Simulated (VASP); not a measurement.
# Ti8HC8 (a cell with a defect) in VASP: single point with PBE

Aim: the single point of Ti8HC8 (a cell with a defect) with PBE.

All numbers are computed with VASP 6.6.1; they aren't measurements. Logs are shortened: lines on timing, memory, paths and dates and some standing lists are left out, and cuts for length are marked.

**1. The cell of the first run**

The cell holds a defect, 17 atoms: a = 6.127 Å, b = 6.127 Å, c = 6.127 Å, α = 60.00°, β = 60.00°, γ = 60.00°.

**2. Single point, PBE (with an interstitial atom, then relaxed in part)**

INCAR reads:

```
SYSTEM = Ti8HC8
ALGO = Normal
EDIFF = 1E-6
ENCUT = 520
GGA = PE
ISIF = 2
ISMEAR = 0
LASPH = .True.
LCHARG = .False.
LREAL = Auto
LWAVE = .False.
NBANDS = 78
NELM = 60
PREC = Accurate
SIGMA = 0.1
```

KPOINTS reads:

```
k-points
0
Gamma
  5 5 5
  0 0 0
```

POSCAR reads:

```
Ti8HC8
1.0
    0.0000000000      4.3327798708     -4.3327798708
   -4.3327798708      0.0000000000     -4.3327798708
   -4.3327798708      4.3327798708      0.0000000000
Ti C H
8 8 1
Direct
   -0.0014070087      0.4976380263     -0.0013600734
    0.5062750407      0.4975633371     -0.0013632548
   -0.0012808157      0.0047839717     -0.0012343089
    0.5009226900      0.0000489350     -0.0009854505
   -0.0014058744      0.4975681415      0.5063078977
    0.5008649923      0.4983337802      0.5009077987
   -0.0010179217      0.0000454985      0.5009617965
    0.5008574777     -0.0000798412      0.5009000277
    0.7471185173      0.7505945635      0.2516255477
    0.2516369374      0.7505643330      0.2516729946
    0.7507366402      0.2496139189      0.2499453409
    0.2515468504      0.2463289229      0.2515832242
    0.7506985320      0.7488263718      0.7507355742
    0.2515856155      0.7505918786      0.7471642470
    0.7507343233      0.2496876343      0.7507716074
    0.2498983607      0.2496174697      0.7507768665
    0.1260716980      0.6232271688      0.1261265089
```

Potentials or basis: VASP PAW PBE potentials, release 64 (Ti_sv, C, H).

The run is started by

```
cat potpaw_PBE.64/Ti_sv/POTCAR potpaw_PBE.64/C/POTCAR potpaw_PBE.64/H/POTCAR > POTCAR
mpirun -np 1 vasp_std > vasp.out
```

OUTCAR:

```text
SYSTEM = Ti8HC8
   EDIFF = 1E-6
   ENCUT = 520
   GGA = PE
   ISIF = 2
   ISMEAR = 0
   LASPH = .True.
   LREAL = Auto
   NELM = 60
   PREC = Accurate

 ion  position               nearest neighbor table
   1  0.999  0.498  0.999-  17 1.90  13 2.15  11 2.15  16 2.15  12 2.19   9 2.19  14 2.19
   2  0.506  0.498  0.999-  17 1.90  13 2.15  15 2.15  11 2.15  12 2.19  10 2.19  14 2.19
   3  0.999  0.005  0.999-  15 2.15  11 2.15  16 2.15   9 2.19  14 2.19  10 2.19
   4  0.501  0.000  0.999-  10 2.16   9 2.16  12 2.16  16 2.16  15 2.16  13 2.16
   5  0.999  0.498  0.506-  17 1.90  13 2.15  15 2.15  16 2.15  12 2.19  10 2.19   9 2.19
   6  0.501  0.498  0.501-  10 2.16   9 2.16  14 2.16  11 2.17  16 2.17  15 2.17
   7  0.999  0.000  0.501-  10 2.16  14 2.16  12 2.16  11 2.16  15 2.16  13 2.16
   8  0.501  1.000  0.501-   9 2.16  14 2.16  12 2.16  11 2.16  16 2.16  13 2.17
   9  0.747  0.751  0.252-   6 2.16   8 2.16   4 2.16   3 2.19   1 2.19   5 2.19
  10  0.252  0.751  0.252-   6 2.16   7 2.16   4 2.16   3 2.19   2 2.19   5 2.19
  11  0.751  0.250  0.250-   2 2.15   1 2.15   3 2.15   7 2.16   8 2.16   6 2.17
  12  0.252  0.246  0.252-   8 2.16   7 2.16   4 2.16   1 2.19   2 2.19   5 2.19
  13  0.751  0.749  0.751-   5 2.15   2 2.15   1 2.15   4 2.16   7 2.16   8 2.17
  14  0.252  0.751  0.747-   6 2.16   8 2.16   7 2.16   3 2.19   1 2.19   2 2.19
  15  0.751  0.250  0.751-   5 2.15   2 2.15   3 2.15   4 2.16   7 2.16   6 2.17
  16  0.250  0.250  0.751-   5 2.15   1 2.15   3 2.15   4 2.16   8 2.16   6 2.17
  17  0.126  0.623  0.126-   5 1.90   2 1.90   1 1.90

  LATTYP: Found a face centered cubic cell.
 ALAT       =     8.6655597416

  Lattice vectors:

 A1 = (   0.0000000000,   4.3327798708,  -4.3327798708)
 A2 = (  -4.3327798708,   0.0000000000,  -4.3327798708)
 A3 = (  -4.3327798708,   4.3327798708,   0.0000000000)

Analysis of symmetry for initial positions (statically):
=====================================================================
 Subroutine PRICEL returns:
 Original cell was already a primitive cell.

 Routine SETGRP: Setting up the symmetry group for a
 face centered cubic supercell.

 Subroutine GETGRP returns: Found  1 space group operations
 (whereof  1 operations were pure point group operations)
 out of a pool of 48 trial point group operations.

The static configuration has the point symmetry C_1 .

Analysis of symmetry for dynamics (positions and initial velocities):
=====================================================================
 Subroutine PRICEL returns:
 Original cell was already a primitive cell.

 Routine SETGRP: Setting up the symmetry group for a
 face centered cubic supercell.

 Subroutine GETGRP returns: Found  1 space group operations
 (whereof  1 operations were pure point group operations)
 out of a pool of 48 trial point group operations.

The dynamic configuration has the point symmetry C_1 .

 Subroutine INISYM returns: Found  1 space group operations
 (whereof  1 operations are pure point group operations),
 and found     1 'primitive' translations

----------------------------------------------------------------------------------------

                                     Primitive cell

  volume of cell :     162.6784

  direct lattice vectors                    reciprocal lattice vectors
     0.000000000  4.332779871 -4.332779871     0.115399354  0.115399354 -0.115399354
    -4.332779871  0.000000000 -4.332779871    -0.115399354 -0.115399354 -0.115399354
    -4.332779871  4.332779871  0.000000000    -0.115399354  0.115399354  0.115399354

  length of vectors
     6.127476056  6.127476056  6.127476056     0.199877545  0.199877545  0.199877545

  position of ions in fractional coordinates (direct lattice)
     0.998592991  0.497638026  0.998639927
     0.506275041  0.497563337  0.998636745
     0.998719184  0.004783972  0.998765691
     0.500922690  0.000048935  0.999014549
     0.998594126  0.497568141  0.506307898
     0.500864992  0.498333780  0.500907799
[... 9 lines left out ...]
     0.249898361  0.249617470  0.750776866
     0.126071698  0.623227169  0.126126509

  ion indices of the primitive-cell ions
   primitive index   ion index
                 1           1
                 2           2
                 3           3
                 4           4
                 5           5
                 6           6
[... 9 lines left out ...]
                16          16
                17          17

----------------------------------------------------------------------------------------

 KPOINTS: k-points

Automatic generation of k-mesh.
 Grid dimensions read from file:
 generate k-points for:    5    5    5

 Generating k-lattice:

  Cartesian coordinates                     Fractional coordinates (reciprocal lattice)
     0.023079871  0.023079871 -0.023079871     0.200000000  0.000000000  0.000000000
    -0.023079871 -0.023079871 -0.023079871     0.000000000  0.200000000  0.000000000
    -0.023079871  0.023079871  0.023079871     0.000000000  0.000000000  0.200000000

  Length of vectors
     0.039975509  0.039975509  0.039975509

  Shift w.r.t. Gamma in fractional coordinates (k-lattice)
     0.000000000  0.000000000  0.000000000

 Subroutine IBZKPT returns following result:
 ===========================================

 Found     63 irreducible k-points:

 Following reciprocal coordinates:
            Coordinates               Weight
  0.000000  0.000000  0.000000      1.000000
  0.200000  0.000000  0.000000      2.000000
  0.000000  0.200000  0.000000      2.000000
  0.000000  0.000000  0.200000      2.000000
  0.200000  0.200000  0.200000      2.000000
  0.400000  0.000000  0.000000      2.000000
[... 16 lines left out ...]
  0.200000  0.400000  0.400000      2.000000
  0.400000  0.000000  0.200000      2.000000
 [... further k-points ...]
   k-points           NKPTS =     63   k-points in BZ     NKDIM =     63   number of bands    NBANDS=     78
   number of dos      NEDOS =    301   number of ions     NIONS =     17
   total plane-waves  NPLWV = 110592
   dimension x,y,z NGX =    48 NGY =   48 NGZ =   48
   dimension x,y,z NGXF=    96 NGYF=   96 NGZF=   96
   ions per type =               8   8   1
   NGX,Y,Z   is equivalent  to a cutoff of  13.02, 13.02, 13.02 a.u.
   NGXF,Y,Z  is equivalent  to a cutoff of  26.05, 26.05, 26.05 a.u.
 SYSTEM =  Ti8HC8
   PREC   = accura    normal or accurate (medium, high low for compatibility)
   ISTART =      0    job   : 0-new  1-cont  2-samecut
   ICHARG =      2    charge: 1-file 2-atom 10-const
   ISPIN  =      1    spin polarized calculation?
   LNONCOLLINEAR =      F non collinear calculations
   LSORBIT =      F    spin-orbit coupling
   LASPH  =      T    aspherical Exc in radial PAW
   ENCUT  =  520.0 eV  38.22 Ry    6.18 a.u.  11.39 11.39 11.39*2*pi/ulx,y,z
   NELM   =     60;   NELMIN=  2; NELMDL= -5     # of ELM steps
   EDIFF  = 0.1E-05   stopping-criterion for ELM
   LREAL  =      T    real-space projection
   EDIFFG = 0.1E-04   stopping-criterion for IOM
   NSW    =      0    number of steps for IOM
   IBRION =     -1    ionic relax: 0-MD 1-quasi-New 2-CG
   NFREE  =      0    steps in history (QN), initial steepest desc. (CG)
   ISIF   =      2    stress and relaxation
   ISYM   =      2    0-nonsym 1-usesym 2-fastsym
   POTIM  = 0.5000    time-step for ionic-motion
   TEBEG  =    0.0;   TEEND  =   0.0 temperature during run
   PSTRESS=    0.0 pullay stress
   NELECT =     129.0000    total number of electrons
   NUPDOWN=      -1.0000    fix difference up-down
   EMIN   =  10.00;   EMAX   =-10.00  energy-range for DOS
   EFERMI =   0.00;   METHOD = LEGACY
   ISMEAR =     0;   SIGMA  =   0.10  broadening in eV -4-tet -1-fermi 0-gaus
   EFERMI_NEDOS =   21; number of points for ismear=-14 and -15
   IALGO  =     38    algorithm
   IMIX   =      4    mixing-type and parameters
     AMIX     =   0.40;   BMIX     =  1.00
     AMIX_MAG =   1.60;   BMIX_MAG =  1.00
  volume/ion in A,a.u.               =       9.57        64.58
  Fermi-wavevector in a.u.,A,eV,Ry     =   1.515287  2.863476 31.240248  2.296093
  Thomas-Fermi vector in A             =   2.624831
   LORBIT       =      0    0 simple, 1 ext, 2 COOP (PROOUT), +10 PAW based schemes
   GGA     = PE    functional components
   LHFCALC =     F    Hartree Fock is set to
   AEXX    =    0.0000 exact exchange contribution
   IVDW    =     0    specifies the selected vdW correction
   LEPSILON=     F    determine dielectric tensor
   LRPA    =     F    only Hartree local field effects (RPA)
 non-spin polarized calculation
 Gauss-broadening in eV      SIGMA  =   0.10
  energy-cutoff  :      520.00
  volume of cell :      162.68
 maximum number of plane-waves:      4408
 NGX is ok and might be reduce to    48
   NGX = 23   NGY = 23   NGZ = 23

 number of electron     128.9999999 magnetization

 Free energy of the ion-electron system (eV)
  ---------------------------------------------------
  ext. energy  EPLUGINS =         0.00000000
  ---------------------------------------------------
  free energy    TOTEN  =      -151.60730853 eV

  energy without entropy =     -151.58814899  energy(sigma->0) =     -151.59772876

 E-fermi :   9.7355     XC(G=0): -12.7594

 val. band max:        9.7225871641   @ k =  -0.4000   0.2000  -0.4000
 cond. band min:       9.7669942886   @ k =   0.0000   0.0000   0.2000
 fundamental gap:      0.0444071245
 Fermi energy:         9.7354882385

 k-point     1 :       0.0000    0.0000    0.0000
  band No.  band energies     occupation
      1     -47.0610      2.00000
      2     -46.9920      2.00000
      3     -46.9917      2.00000
      4     -46.9916      2.00000
      5     -46.9784      2.00000
      6     -46.9481      2.00000
[... 68 lines left out ...]
     75      12.2235      0.00000
     76      12.3618      0.00000

 k-point     2 :       0.2000    0.0000    0.0000
  band No.  band energies     occupation
      1     -47.0544      2.00000
      2     -46.9966      2.00000
      3     -46.9909      2.00000
      4     -46.9906      2.00000
      5     -46.9773      2.00000
      6     -46.9508      2.00000
[... 68 lines left out ...]
     75      12.1670      0.00000
     76      12.4392      0.00000

 k-point     3 :       0.0000    0.2000    0.0000
  band No.  band energies     occupation
      1     -47.0544      2.00000
      2     -46.9969      2.00000
      3     -46.9906      2.00000
      4     -46.9905      2.00000
      5     -46.9774      2.00000
      6     -46.9502      2.00000
[... 1648 lines left out ...]
     75      12.2489      0.00000
     76      12.3272      0.00000

 k-point    24 :       0.4000    0.0000    0.2000
  band No.  band energies     occupation
      1     -47.0392      2.00000
      2     -47.0040      2.00000
      3     -46.9918      2.00000
      4     -46.9909      2.00000
      5     -46.9743      2.00000
      6     -46.9607      2.00000
[... 68 lines left out ...]
     75      12.2491      0.00000
     76      12.3271      0.00000

 [... further k-points ...]

 [bands above 76 left out]

------------------------ aborting loop because EDIFF is reached ----------------------------------------

  FORCE on cell =-STRESS in cart. coord.  units (eV):
  Direction    XX          YY          ZZ          XY          YZ          ZX
  --------------------------------------------------------------------------------------
  -------------------------------------------------------------------------------------
  Total        2.7995289      2.7603430      2.8013535     -0.0241743     -0.0230937     -0.0501257
  in kB       27.5718346     27.1859026     27.5898052     -0.2380868     -0.2274441     -0.4936749
  external PRESSURE =      27.4491808 kB  Pullay stress =       0.0000000 kB

 VOLUME and BASIS-vectors are now :
 -----------------------------------------------------------------------------
  energy-cutoff  :      520.00
  volume of cell :      162.68
      direct lattice vectors                 reciprocal lattice vectors
     0.000000000  4.332779871 -4.332779871     0.115399354  0.115399354 -0.115399354
    -4.332779871  0.000000000 -4.332779871    -0.115399354 -0.115399354 -0.115399354
    -4.332779871  4.332779871  0.000000000    -0.115399354  0.115399354  0.115399354

 POSITION                                       TOTAL-FORCE (eV/Angst)
 -----------------------------------------------------------------------------------
     -6.48304      8.65357     -6.48284         0.021092     -0.028211      0.019570
     -6.48271      6.52045     -4.34941         0.026289      0.017290     -0.023447
     -4.34816      8.65466     -4.34796        -0.019054     -0.028344     -0.020540
     -4.32872      6.49890     -2.17060        -0.010914      0.019087      0.012365
     -4.34957      6.52041     -6.48254        -0.023060      0.018450      0.025889
     -4.32949      4.34046     -4.32931        -0.003205     -0.003594     -0.003113
[... 9 lines left out ...]
     -4.33449      4.33571     -2.16429        -0.001760     -0.001069     -0.000015
     -3.24678      1.09272     -3.24655        -0.002689     -0.005169     -0.002954
 -----------------------------------------------------------------------------------
    total drift:                                0.003198      0.004442      0.001574

  FREE ENERGIE OF THE ION-ELECTRON SYSTEM (eV)
  ---------------------------------------------------
  free  energy   TOTEN  =      -151.6073085273 eV

  energy  without entropy=     -151.5881489919  energy(sigma->0) =     -151.59772876
```

Run time: 16 min. Hardware: 1 thread of AMD EPYC 9R45 (Zen 5), shared host; peak memory 0.6 GiB.

Results:

| Property | Result |
| --- | --- |
| Free energy | -151.6073 eV |
| Pressure | 2.7 GPa |
| Largest force | 0.040 eV/Å |
| Band gap on the k mesh | zero (an odd number of electrons rules out a gap without spin polarisation) |

Forces in eV/Å, atoms in the order of the input:
```
Ti   0.021 -0.028  0.020
Ti   0.026  0.017 -0.023
Ti  -0.019 -0.028 -0.021
Ti  -0.011  0.019  0.012
Ti  -0.023  0.018  0.026
Ti  -0.003 -0.004 -0.003
Ti   0.010  0.018 -0.010
Ti   0.003 -0.003  0.003
C    0.001  0.004 -0.004
C    0.002 -0.006  0.003
C    0.000 -0.001 -0.002
C    0.001 -0.001  0.002
C   -0.003 -0.001 -0.003
C   -0.004  0.004  0.001
C    0.002 -0.002  0.003
C   -0.002 -0.001  0.000
H   -0.003 -0.005 -0.003
```

Caveat: the cell differs from its parent crystal (with an interstitial atom, then relaxed in part).
